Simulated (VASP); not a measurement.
Input of a VASP 6.6.1 run:

File INCAR:

```
ALGO = Normal
EDIFF = 1E-6
ENCUT = 520
GGA = PE
ISIF = 2
ISMEAR = -1
LASPH = True
LCHARG = False
LREAL = False
LWAVE = False
NBANDS = 35
NELM = 100
PREC = Accurate
SIGMA = 0.02
```

Contents of KPOINTS:

```
k-points
0
Gamma
  6 6 8
```

POSCAR

```
SnO2
1.0
    4.7129679872      0.0000000000      0.0000000000
    0.0000000000      4.7129679872      0.0000000000
    0.0000000000      0.0000000000      3.2236325180
Sn O
2 4
Direct
    0.0000000000      0.0000000000      0.0000000000
    0.5000000000      0.5000000000      0.5000000000
    0.3059838962      0.3059838962      0.0000000000
    0.1940161038      0.8059838962      0.5000000000
    0.8059838962      0.1940161038      0.5000000000
    0.6940161038      0.6940161038      0.0000000000
```

Potentials or basis: VASP PAW PBE potentials, release 64 (Sn_d, O).

Command:

```sh
$ cat potpaw_PBE.64/Sn_d/POTCAR potpaw_PBE.64/O/POTCAR > POTCAR
$ mpirun -np 1 vasp_std > vasp.out
```

Question: What does it give for the largest force?

Answer: 0.024 eV/Å.

Question: What does it give for the pressure?

Answer: 10.7 GPa.

Forces in eV/Å, atoms in the order of the input:
```
Sn   0.000  0.000  0.000
Sn   0.000  0.000  0.000
O   -0.017 -0.017  0.000
O    0.017 -0.017  0.000
O   -0.017  0.017  0.000
O    0.017  0.017  0.000
```

Caveat: the cell differs from its parent crystal (epitaxial xy strain -1.0%).
